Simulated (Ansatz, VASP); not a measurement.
# Cs in VASP and in Ansatz

```
Cs
1.0
     0.00000    3.94834    3.94834
     3.94834    0.00000    3.94834
     3.94834    3.94834    0.00000
Cs
1
Direct
  0.00000 0.00000 0.00000
```

Alike in both runs: task single point; functional PBEsol; k mesh 10 × 10 × 10; occupations gaussian, width 0.15 eV; no spin polarisation.

```csv
,VASP,Ansatz
version,VASP 6.6.1,Ansatz 0.2.0
potentials or method,"VASP PAW PBE potentials, release 64 (Cs_sv), cutoff 520 eV","scalar-relativistic, plane waves, PAW"
valence electrons in the cell,9,9
```

```tsv
	VASP	Ansatz	Ansatz less VASP
gap on the k mesh at the Fermi level (eV)	none	none	-
pressure (GPa)	-0.2	-0.2	+0.01
```

VASP's potentials were made for PBE, not for PBEsol. A gap of «none» marks a metal or a gap that the smearing closes.

Neither program's run includes spin-orbit coupling.
